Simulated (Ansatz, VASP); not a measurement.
**MgO2: VASP beside Ansatz**

```
Mg O
1.0
     1.57848    0.91134    3.46195
    -1.57848    0.91134    3.46195
     0.00000   -1.82267    3.46195
Mg O
1 2
Direct
  0.00000 0.00000 0.00000
  0.42912 0.42912 0.42912
  0.57088 0.57088 0.57088
```

Alike in both runs: functional r2SCAN; k mesh 12 × 12 × 12; occupations gaussian, width 0.02 eV; no spin polarisation.

Ansatz relaxed the structure, and its values are those at the end. VASP's run is a single point on that final structure, the one shown.

|  | VASP | Ansatz |
| --- | --- | --- |
| version | VASP 6.6.1 | Ansatz 0.2.0 |
| potentials or method | VASP PAW PBE potentials, release 64 (Mg, O), cutoff 520 eV | scalar-relativistic, plane waves, PAW |
| valence electrons in the cell | 14 | 22 |

|  | VASP | Ansatz | Ansatz less VASP |
| --- | --- | --- | --- |
| gap on the k mesh at the Fermi level (eV) | 3.13 | 3.16 | +0.033 |
| least direct gap on the mesh (eV) | 3.13 | 3.16 | +0.033 |
| pressure (GPa) | -0.3 | 0.0 | +0.29 |
| rms of the force components (eV/Å) | 0.138 | 0.001 | -0.1376 |

VASP's potentials were made for PBE, not for r2SCAN. VASP's potentials hold 14 valence electrons a cell and Ansatz's 22, so a difference there can come from the potentials and not from the codes.
